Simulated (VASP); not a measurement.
A run of VASP 6.6.1:

Contents of INCAR:

```
PREC     = Accurate       # precision mode
ENCUT    = 520            # plane-wave cutoff, eV
EDIFF    = 1E-6           # SCF threshold, eV
ISMEAR   = -1             # smearing method
SIGMA    = 0.02           # smearing width, eV
LREAL    = False          # projectors in reciprocal space
LASPH    = True           # aspherical terms in the spheres
NELM     = 80             # most SCF steps
ALGO     = Normal         # electronic algorithm
ISIF     = 2              # what is computed and relaxed
LWAVE    = False          # write WAVECAR
LCHARG   = False          # write CHGCAR
GGA      = PE             # functional
NBANDS   = 46             # bands
```

The input KPOINTS:

```
regular mesh
0
Gamma
  6 6 6
```

The input POSCAR:

```
Ga4Sb3P
1.0
   -3.0178861553      3.0178861553      6.0165019925
    3.0178861553     -3.0178861553      6.0165019925
    3.0178861553      3.0178861553     -6.0165019925
P Ga Sb
1 4 3
Direct
    0.0000000000      0.0000000000      0.0000000000
    0.6515690177      0.6515690177      0.5396192198
    0.8880502021      0.3484309823      0.0000000000
    0.1119497979      0.1119497979      0.4603807802
    0.3484309823      0.8880502021      0.0000000000
    0.2500000000      0.7500000000      0.5000000000
    0.5000000000      0.5000000000      0.0000000000
    0.7500000000      0.2500000000      0.5000000000
```

Potentials or basis: VASP PAW PBE potentials, release 64 (P, Ga_d, Sb).

Run with:

```console
$ cat potpaw_PBE.64/P/POTCAR potpaw_PBE.64/Ga_d/POTCAR potpaw_PBE.64/Sb/POTCAR > POTCAR
$ mpirun -np 1 vasp_std > vasp.out
```

Hardware: 1 thread of Intel(R) Xeon(R) Platinum 8559C (Emerald Rapids) (shared host).

Task: How long does it take, and how much memory?

Result: Run time: 6.7 min on 1 thread of Intel(R) Xeon(R) Platinum 8559C (Emerald Rapids) (shared host), peak memory 0.55 GiB. Counts: scf iterations 15, k points 30.
